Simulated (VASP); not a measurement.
# Au (P6_3/mmc) in VASP: further runs

The runs below take Au through single point, with LDA.

Everything below comes from runs of VASP 6.6.1. Logs are shortened: lines on timing, memory, paths and dates and some standing lists are left out, and cuts for length are marked.

### Step 1. The cell of the first run

The structure is hexagonal, space group P6_3/mmc (No. 194). The conventional cell has a = 2.842 Å, b = 2.842 Å, c = 4.880 Å, α = 90.00°, β = 90.00°, γ = 120.00°. Au (site symmetry -6m2) has 12 Au at 2.84 to 2.94 Å within 3.7 Å.

### Step 2. Single point, LDA (equal xx and yy strain of -2 %)

INCAR reads:

```
SYSTEM = Au
ALGO = Normal ; EDIFF = 1E-6
ENCUT = 520 ; GGA = CA
ISIF = 2 ; ISMEAR = -1
LASPH = .True. ; LCHARG = .False.
LREAL = .False. ; LWAVE = .False.
NBANDS = 18 ; NELM = 100
PREC = Accurate ; SIGMA = 0.03
```

KPOINTS reads:

```
k-points
0
Gamma
  14 14 8
  0 0 0
```

POSCAR reads:

```
Au
1.0
    2.8419984422      0.0000000000      0.0000000000
   -1.4209992211      2.4612428485      0.0000000000
    0.0000000000      0.0000000000      4.8800000000
Au
2
Direct
    0.3333333333      0.6666666667      0.7500000000
    0.6666666667      0.3333333333      0.2500000000
```

Potentials or basis: VASP PAW LDA potentials, release 64 (Au).

Launch:

```sh
$ cat potpaw_LDA.64/Au/POTCAR > POTCAR
$ mpirun -np 1 vasp_std > vasp.out
```

OUTCAR:

```text
SYSTEM = Au
   EDIFF = 1E-6
   ENCUT = 520
   GGA = CA
   ISIF = 2
   ISMEAR = -1
   LASPH = .True.
   LREAL = .False.
   NELM = 100
   PREC = Accurate

 ion  position               nearest neighbor table
   1  0.333  0.667  0.750-   2 2.94   2 2.94   2 2.94   2 2.94   2 2.94   2 2.94
   2  0.667  0.333  0.250-   1 2.94   1 2.94   1 2.94   1 2.94   1 2.94   1 2.94

  LATTYP: Found a hexagonal cell.
 ALAT       =     2.8419984422
 C/A-ratio  =     1.7171015746

  Lattice vectors:

 A1 = (   2.8419984422,   0.0000000000,   0.0000000000)
 A2 = (  -1.4209992211,   2.4612428485,   0.0000000000)
 A3 = (   0.0000000000,   0.0000000000,   4.8800000000)

Analysis of symmetry for initial positions (statically):
=====================================================================
 Subroutine PRICEL returns:
 Original cell was already a primitive cell.

 Routine SETGRP: Setting up the symmetry group for a
 hexagonal supercell.

 Subroutine GETGRP returns: Found 24 space group operations
 (whereof 12 operations were pure point group operations)
 out of a pool of 24 trial point group operations.

The static configuration has the point symmetry D_3d.
 The point group associated with its full space group is D_6h.

Analysis of symmetry for dynamics (positions and initial velocities):
=====================================================================
 Subroutine PRICEL returns:
 Original cell was already a primitive cell.

 Routine SETGRP: Setting up the symmetry group for a
 hexagonal supercell.

 Subroutine GETGRP returns: Found 24 space group operations
 (whereof 12 operations were pure point group operations)
 out of a pool of 24 trial point group operations.

The dynamic configuration has the point symmetry D_3d.
 The point group associated with its full space group is D_6h.

 Subroutine INISYM returns: Found 24 space group operations
 (whereof 12 operations are pure point group operations),
 and found     1 'primitive' translations

----------------------------------------------------------------------------------------

                                     Primitive cell

  volume of cell :      34.1349

  direct lattice vectors                    reciprocal lattice vectors
     2.841998442  0.000000000  0.000000000     0.351865077  0.203149397  0.000000000
    -1.420999221  2.461242848  0.000000000     0.000000000  0.406298794  0.000000000
     0.000000000  0.000000000  4.880000000     0.000000000  0.000000000  0.204918033

  length of vectors
     2.841998442  2.841998442  4.880000000     0.406298794  0.406298794  0.204918033

  position of ions in fractional coordinates (direct lattice)
     0.333333333  0.666666667  0.750000000
     0.666666667  0.333333333  0.250000000

  ion indices of the primitive-cell ions
   primitive index   ion index
                 1           1
                 2           2

----------------------------------------------------------------------------------------

 KPOINTS: k-points

Automatic generation of k-mesh.
 Grid dimensions read from file:
 generate k-points for:   14   14    8

 Generating k-lattice:

  Cartesian coordinates                     Fractional coordinates (reciprocal lattice)
     0.025133220  0.014510671  0.000000000     0.071428571  0.000000000  0.000000000
     0.000000000  0.029021342  0.000000000     0.000000000  0.071428571  0.000000000
     0.000000000  0.000000000  0.025614754     0.000000000  0.000000000  0.125000000

  Length of vectors
     0.029021342  0.029021342  0.025614754

  Shift w.r.t. Gamma in fractional coordinates (k-lattice)
     0.000000000  0.000000000  0.000000000

 Subroutine IBZKPT returns following result:
 ===========================================

 Found    120 irreducible k-points:

 Following reciprocal coordinates:
            Coordinates               Weight
  0.000000  0.000000  0.000000      1.000000
  0.071429  0.000000  0.000000      6.000000
  0.142857 -0.000000  0.000000      6.000000
  0.214286  0.000000  0.000000      6.000000
  0.285714 -0.000000  0.000000      6.000000
  0.357143 -0.000000  0.000000      6.000000
[... 16 lines left out ...]
  0.285714  0.285714  0.000000      6.000000
  0.357143  0.285714  0.000000      6.000000
 [... further k-points ...]
   k-points           NKPTS =    120   k-points in BZ     NKDIM =    120   number of bands    NBANDS=     18
   number of dos      NEDOS =    301   number of ions     NIONS =      2
   total plane-waves  NPLWV =  20736
   dimension x,y,z NGX =    24 NGY =   24 NGZ =   36
   dimension x,y,z NGXF=    48 NGYF=   48 NGZF=   72
   ions per type =               2
   NGX,Y,Z   is equivalent  to a cutoff of  14.04, 14.04, 12.26 a.u.
   NGXF,Y,Z  is equivalent  to a cutoff of  28.08, 28.08, 24.53 a.u.
 SYSTEM =  Au
   PREC   = accura    normal or accurate (medium, high low for compatibility)
   ISTART =      0    job   : 0-new  1-cont  2-samecut
   ICHARG =      2    charge: 1-file 2-atom 10-const
   ISPIN  =      1    spin polarized calculation?
   LNONCOLLINEAR =      F non collinear calculations
   LSORBIT =      F    spin-orbit coupling
   LASPH  =      T    aspherical Exc in radial PAW
   ENCUT  =  520.0 eV  38.22 Ry    6.18 a.u.   5.28  5.28  9.07*2*pi/ulx,y,z
   NELM   =    100;   NELMIN=  2; NELMDL= -5     # of ELM steps
   EDIFF  = 0.1E-05   stopping-criterion for ELM
   LREAL  =      F    real-space projection
   EDIFFG = 0.1E-04   stopping-criterion for IOM
   NSW    =      0    number of steps for IOM
   IBRION =     -1    ionic relax: 0-MD 1-quasi-New 2-CG
   NFREE  =      0    steps in history (QN), initial steepest desc. (CG)
   ISIF   =      2    stress and relaxation
   ISYM   =      2    0-nonsym 1-usesym 2-fastsym
   POTIM  = 0.5000    time-step for ionic-motion
   TEBEG  =    0.0;   TEEND  =   0.0 temperature during run
   PSTRESS=    0.0 pullay stress
   NELECT =      22.0000    total number of electrons
   NUPDOWN=      -1.0000    fix difference up-down
   EMIN   =  10.00;   EMAX   =-10.00  energy-range for DOS
   EFERMI =   0.00;   METHOD = LEGACY
   ISMEAR =    -1;   SIGMA  =   0.03  broadening in eV -4-tet -1-fermi 0-gaus
   EFERMI_NEDOS =   21; number of points for ismear=-14 and -15
   IALGO  =     38    algorithm
   IMIX   =      4    mixing-type and parameters
     AMIX     =   0.40;   BMIX     =  1.00
     AMIX_MAG =   1.60;   BMIX_MAG =  1.00
  volume/ion in A,a.u.               =      17.07       115.18
  Fermi-wavevector in a.u.,A,eV,Ry     =   1.414109  2.672279 27.207645  1.999705
  Thomas-Fermi vector in A             =   2.535686
   LORBIT       =      0    0 simple, 1 ext, 2 COOP (PROOUT), +10 PAW based schemes
   GGA     = CA    functional components
   LHFCALC =     F    Hartree Fock is set to
   AEXX    =    0.0000 exact exchange contribution
   IVDW    =     0    specifies the selected vdW correction
   LEPSILON=     F    determine dielectric tensor
   LRPA    =     F    only Hartree local field effects (RPA)
 non-spin polarized calculation
  energy-cutoff  :      520.00
  volume of cell :       34.13
 maximum number of plane-waves:       938
 NGX is ok and might be reduce to    24
   NGX = 11   NGY = 11   NGZ = 19

 number of electron      21.9999995 magnetization

 Free energy of the ion-electron system (eV)
  ---------------------------------------------------
  ext. energy  EPLUGINS =         0.00000000
  ---------------------------------------------------
  free energy    TOTEN  =        -8.85193043 eV

  energy without entropy =       -8.84823741  energy(sigma->0) =       -8.85008392

 E-fermi :   9.2679     XC(G=0): -12.9726

 val. band max:        9.2471292684   @ k =   0.2857   0.2143   0.1250
 cond. band min:       9.3213957569   @ k =   0.4286   0.0714   0.1250
 fundamental gap:      0.0742664886
 Fermi energy:         9.2679009884

 k-point     1 :       0.0000    0.0000    0.0000
  band No.  band energies     occupation
      1      -0.6437      2.00000
      2       1.7454      2.00000
      3       4.2466      2.00000
      4       4.6398      2.00000
      5       4.6398      2.00000
      6       4.9262      2.00000
[... 10 lines left out ...]
     17      28.0096      0.00000
     18      28.0096      0.00000

 k-point     2 :       0.0714    0.0000    0.0000
  band No.  band energies     occupation
      1      -0.4778      2.00000
      2       1.8874      2.00000
      3       4.2285      2.00000
      4       4.6456      2.00000
      5       4.7522      2.00000
      6       4.8646      2.00000
[... 10 lines left out ...]
     17      27.1504      0.00000
     18      27.2591      0.00000

 k-point     3 :       0.1429   -0.0000    0.0000
  band No.  band energies     occupation
      1       0.0008      2.00000
      2       2.2662      2.00000
      3       4.1142      2.00000
      4       4.6237      2.00000
      5       4.8737      2.00000
      6       5.0788      2.00000
[... 10 lines left out ...]
     17      25.5748      0.00000
     18      27.1484      0.00000

 k-point     4 :       0.2143    0.0000    0.0000
  band No.  band energies     occupation
      1       0.7219      2.00000
      2       2.6723      2.00000
      3       4.0576      2.00000
      4       4.3717      2.00000
      5       4.4389      2.00000
      6       5.2602      2.00000
[... 375 lines left out ...]
      4       4.4850      2.00000
      5       4.5322      2.00000
      6       4.7311      2.00000
[... 10 lines left out ...]
     17      21.2343      0.00000
     18      22.5069      0.00000

 k-point    23 :       0.2857    0.2857    0.0000
  band No.  band energies     occupation
      1       3.1262      2.00000
      2       3.3827      2.00000
      3       3.6472      2.00000
      4       4.0815      2.00000
      5       4.4072      2.00000
      6       4.7387      2.00000
[... 10 lines left out ...]
     17      20.9972      0.00000
     18      21.4420      0.00000

 k-point    24 :       0.3571    0.2857    0.0000
  band No.  band energies     occupation
      1       3.1090      2.00000
      2       3.5521      2.00000
      3       3.5843      2.00000
      4       4.2160      2.00000
      5       4.4718      2.00000
      6       4.5833      2.00000
[... 10 lines left out ...]
     17      20.3290      0.00000
     18      20.4965      0.00000

 [... further k-points ...]

------------------------ aborting loop because EDIFF is reached ----------------------------------------

  FORCE on cell =-STRESS in cart. coord.  units (eV):
  Direction    XX          YY          ZZ          XY          YZ          ZX
  --------------------------------------------------------------------------------------
  -------------------------------------------------------------------------------------
  Total       -0.8419178     -0.8419178     -1.0587713      0.0000000      0.0000000      0.0000000
  in kB      -39.5168351    -39.5168351    -49.6952201      0.0000000      0.0000000      0.0000000
  external PRESSURE =     -42.9096301 kB  Pullay stress =       0.0000000 kB

 VOLUME and BASIS-vectors are now :
 -----------------------------------------------------------------------------
  energy-cutoff  :      520.00
  volume of cell :       34.13
      direct lattice vectors                 reciprocal lattice vectors
     2.841998442  0.000000000  0.000000000     0.351865077  0.203149397  0.000000000
    -1.420999221  2.461242848  0.000000000     0.000000000  0.406298794  0.000000000
     0.000000000  0.000000000  4.880000000     0.000000000  0.000000000  0.204918033

 POSITION                                       TOTAL-FORCE (eV/Angst)
 -----------------------------------------------------------------------------------
     -0.00000      1.64083      3.66000        -0.000000      0.000000      0.000000
      1.42100      0.82041      1.22000         0.000000     -0.000000      0.000000
 -----------------------------------------------------------------------------------
    total drift:                               -0.000000      0.000000     -0.000000

  FREE ENERGIE OF THE ION-ELECTRON SYSTEM (eV)
  ---------------------------------------------------
  free  energy   TOTEN  =        -8.8519304325 eV

  energy  without entropy=       -8.8482374057  energy(sigma->0) =       -8.85008392
```

Wall time 40 s (1 thread of Intel Xeon 8259CL, shared host); peak memory 0.18 GiB.

What came out:

| Item | Value |
| --- | --- |
| Free energy | -8.8519 eV |
| Pressure | -4.3 GPa |
| Band gap on the k mesh | zero (band 11 reaches 13.22 eV, above the bottom of band 12 at 6.61 eV) |

Stress tensor (GPa, compression positive):
```
-3.95  0.00  0.00
 0.00 -3.95  0.00
 0.00  0.00 -4.97
```

Levels at points of the mesh, in eV from the Fermi level:
| k point | band 8 | band 9 | band 10 | band 11 | band 12 | band 13 | band 14 | band 15 |
| --- | --- | --- | --- | --- | --- | --- | --- | --- |
| (0.00, 0.00, 0.00) | -3.47 | -3.47 | -2.20 | -2.20 | -1.35 | 2.37 | 14.67 | 15.25 |
| (0.50, 0.00, 0.00) | -2.02 | -1.81 | -1.65 | 0.40 | 1.66 | 5.55 | 7.11 | 7.19 |
| (0.00, 0.00, 0.50) | -4.64 | -2.66 | -2.66 | -2.66 | -2.66 | 10.09 | 10.09 | 14.96 |
| (0.50, 0.00, 0.50) | -2.46 | -1.72 | -1.72 | 0.42 | 0.42 | 4.00 | 4.00 | 12.83 |

Caveat: the cell differs from its parent crystal (equal xx and yy strain of -2 %); spin-orbit coupling is left out, which moves the levels of the heavy elements.

### Step 3. Single point, LDA (volume scaled by 0.98)

INCAR reads:

```
SYSTEM = Au
  PREC = Accurate
  ENCUT = 520
  EDIFF = 1E-7
  ISMEAR = -1
  SIGMA = 0.03
  LREAL = .FALSE.
  LASPH = .TRUE.
  NELM = 60
  ALGO = Normal
  ISIF = 2
  LWAVE = .FALSE.
  LCHARG = .FALSE.
  NBANDS = 18
```

KPOINTS reads:

```
regular mesh
0
G
  14 14 8
  0 0 0
```

POSCAR reads:

```
Au
1.0
    2.8805347474      0.0000000000      0.0000000000
   -1.4402673737      2.4946162678      0.0000000000
    0.0000000000      0.0000000000      4.8472473353
Au
2
Direct
    0.3333333333      0.6666666667      0.7500000000
    0.6666666667      0.3333333333      0.2500000000
```

Potentials or basis: VASP PAW LDA potentials, release 64 (Au).

Launch:

```sh
$ cat potpaw_LDA.64/Au/POTCAR > POTCAR
$ mpirun -np 1 vasp_std > vasp.out
```

OUTCAR:

```text
SYSTEM = Au
   PREC = Accurate
   ENCUT = 520
   EDIFF = 1E-7
   ISMEAR = -1
   LREAL = .FALSE.
   LASPH = .TRUE.
   NELM = 60
   ISIF = 2

 ion  position               nearest neighbor table
   1  0.333  0.667  0.750-   2 2.94   2 2.94   2 2.94   2 2.94   2 2.94   2 2.94
   2  0.667  0.333  0.250-   1 2.94   1 2.94   1 2.94   1 2.94   1 2.94   1 2.94

  LATTYP: Found a hexagonal cell.
 ALAT       =     2.8805347474
 C/A-ratio  =     1.6827595431

  Lattice vectors:

 A1 = (   2.8805347474,   0.0000000000,   0.0000000000)
 A2 = (  -1.4402673737,   2.4946162678,   0.0000000000)
[... 674 lines left out ...]
      5       4.2412      2.00000
      6       4.3690      2.00000
[... 10 lines left out ...]
     17      19.8423      0.00000
     18      20.0712      0.00000

 [... further k-points ...]
[... 5 lines left out ...]
  --------------------------------------------------------------------------------------
  -------------------------------------------------------------------------------------
  Total       -1.6348040     -1.6348040     -1.7062815      0.0000000     -0.0000000      0.0000000
  in kB      -75.1976419    -75.1976419    -78.4854602      0.0000000     -0.0000000      0.0000000
  external PRESSURE =     -76.2935814 kB  Pullay stress =       0.0000000 kB

 VOLUME and BASIS-vectors are now :
 -----------------------------------------------------------------------------
  energy-cutoff  :      520.00
  volume of cell :       34.83
      direct lattice vectors                 reciprocal lattice vectors
     2.880534747  0.000000000  0.000000000     0.347157763  0.200431628  0.000000000
    -1.440267374  2.494616268  0.000000000     0.000000000  0.400863256  0.000000000
     0.000000000  0.000000000  4.847247335     0.000000000  0.000000000  0.206302656

 POSITION                                       TOTAL-FORCE (eV/Angst)
 -----------------------------------------------------------------------------------
     -0.00000      1.66308      3.63544        -0.000000      0.000000      0.000000
      1.44027      0.83154      1.21181         0.000000      0.000000      0.000000
 -----------------------------------------------------------------------------------
    total drift:                               -0.000000      0.000000     -0.000000

  FREE ENERGIE OF THE ION-ELECTRON SYSTEM (eV)
  ---------------------------------------------------
  free  energy   TOTEN  =        -8.8280603895 eV

  energy  without entropy=       -8.8241826977  energy(sigma->0) =       -8.82612154
```

OSZICAR:

```text
N       E                     dE             d eps       ncg     rms          rms(c)
DAV:   1     0.122204580385E+03    0.12220E+03   -0.11638E+04  4320   0.118E+03
DAV:   2    -0.734474366104E+01   -0.12955E+03   -0.12372E+03  4578   0.263E+02
DAV:   3    -0.948544163681E+01   -0.21407E+01   -0.21274E+01  5112   0.340E+01
DAV:   4    -0.949456061528E+01   -0.91190E-02   -0.91180E-02  4746   0.232E+00
DAV:   5    -0.949464067187E+01   -0.80057E-04   -0.80057E-04  4866   0.232E-01    0.127E+01
DAV:   6    -0.887354763214E+01    0.62109E+00   -0.11939E+00  4438   0.992E+00    0.801E+00
DAV:   7    -0.883388379851E+01    0.39664E-01   -0.88548E-02  4810   0.263E+00    0.351E+00
DAV:   8    -0.882807190107E+01    0.58119E-02   -0.83870E-03  4528   0.811E-01    0.370E-01
DAV:   9    -0.882805777120E+01    0.14130E-04   -0.50986E-05  4798   0.663E-02    0.128E-02
DAV:  10    -0.882806038961E+01   -0.26184E-05   -0.14753E-06  4836   0.111E-02    0.201E-03
DAV:  11    -0.882806038951E+01    0.10687E-09   -0.17409E-07  3600   0.334E-03
   1 F= -.88280604E+01 E0= -.88261215E+01  d E =-.387769E-02
```

It took 51 s on 1 thread of Intel Xeon 8259CL, shared host; peak memory 0.18 GiB.

What came out:

- Free energy: -8.8281 eV
- Pressure: -7.6 GPa
- Band gap on the k mesh: zero (band 11 reaches 12.73 eV, above the bottom of band 12 at 6.30 eV)

Levels at points of the mesh, in eV from the Fermi level:
```
           k point  band 7  band 8  band 9  band 10  band 11  band 12  band 13  band 14  band 15  band 16
(0.00, 0.00, 0.00)   -4.17   -3.47   -3.47    -2.15    -2.15    -1.08     2.55    14.61    15.64    16.73
(0.50, 0.00, 0.00)   -3.61   -1.92   -1.83    -1.66     0.38     1.54     5.65     7.17     7.18    10.24
(0.00, 0.00, 0.50)   -4.50   -4.50   -2.59    -2.59    -2.59    -2.59    10.44    10.44    14.88    14.88
(0.50, 0.00, 0.50)   -2.38   -2.38   -1.73    -1.73     0.48     0.48     3.86     3.86    13.06    13.06
```

Caveat: spin-orbit coupling is left out, which moves the levels of the heavy elements.
